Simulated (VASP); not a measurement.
A run of VASP 6.6.1 is set up as follows.

The input INCAR:

```
ALGO = Normal
EDIFF = 1E-7
ENCUT = 520
ISIF = 2
ISMEAR = -1
LASPH = True
LCHARG = True
LELF = True
LREAL = False
LVHAR = True
LWAVE = False
NBANDS = 20
NELM = 80
PREC = Accurate
SIGMA = 0.1
```

KPOINTS

```
k-points
0
Gamma
  6 6 8
```

Contents of POSCAR:

```
K
1.0
    7.0231431243      0.0000000000      0.0000000000
   -3.5115715622      6.0822203601      0.0000000000
    0.0000000000      0.0000000000      4.1830076331
K
3
Direct
    1.0000000000      1.0000000000      0.0000000000
    0.3333333333      0.6666666667      0.5000000000
    0.6666666667      0.3333333333      0.5000000000
```

Potentials or basis: VASP PAW LDA potentials, release 64 (K_sv).

Command:

```console
$ cat potpaw_LDA.64/K_sv/POTCAR > POTCAR
$ mpirun -np 1 vasp_std > vasp.out
```

Question: Predict the band gap on the k mesh.

Answer: Zero (an odd number of electrons rules out a gap without spin polarisation).

Question: Predict the pressure.

Answer: 0.4 GPa.
